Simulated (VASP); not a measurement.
Write the native input for VASP 6.6.1 that does the following.

```
Task                   : single point
Functional             : PBE
Dispersion             : D3(BJ)
Potentials or basis    : VASP PAW PBE potentials, release 64 (Cd_sv_GW, F)
Cutoff                 : 600 eV
k mesh                 : 6 × 6 × 2
Occupations            : gaussian, width 0.1 eV
Spin                   : no spin polarisation
Dipole correction      : no
Second run             : valence_matched
Further INCAR settings : ALGO = Normal; EDIFF = 1e-06; NBANDS = 43
```

The structure of CdF2 lies in POSCAR:

```
CdF2
1.0
    1.8269178913     -3.1629912564      0.0000015016
    1.8269178913      3.1629912564      0.0000015016
    0.0000131865      0.0000000000      7.1760141322
Cd F
2 4
Direct
    0.6707237645      1.0040044149      0.1641909629
    1.0040044149      0.6707237645      0.6641909629
    0.3373673248      0.3373633431      0.2766589235
    1.0040197940      0.6707073587      0.0253790936
    0.6707073587      1.0040197940      0.5253790936
    0.3373633431      0.3373673248      0.7766589235
```

The input as run:

INCAR

```
ALGO = Normal
EDIFF = 1E-6
ENCUT = 600
GGA = PE
GGA_COMPAT = F
ISIF = 2
ISMEAR = 0
IVDW = 12
LASPH = T
LCHARG = T
LELF = T
LREAL = F
LVHAR = T
LWAVE = F
NBANDS = 43
NELM = 120
PREC = Accurate
SIGMA = 0.1
```

KPOINTS

```
k-points
0
Gamma
  6 6 2
```

Potentials or basis: VASP PAW PBE potentials, release 64 (Cd_sv_GW, F).

Launch:

```console
$ cat potpaw_PBE.64/Cd_sv_GW/POTCAR potpaw_PBE.64/F/POTCAR > POTCAR
$ mpirun -np 1 vasp_std > vasp.out
```

Results of the run:

```json
{
  "Pressure": "-0.7 GPa",
  "Largest force": "0.015 eV/Å",
  "Band gap on the k mesh": "2.84 eV, indirect (least direct gap 2.96 eV)",
  "Dispersion energy per atom": "-0.158 eV"
}
```

Caveat: the k points lie up to 0.44 Å⁻¹ apart.

Wall time 81 s on 1 thread of Intel(R) Xeon(R) 6975P-C (Granite Rapids), with other jobs on the host, peak memory 0.29 GiB.
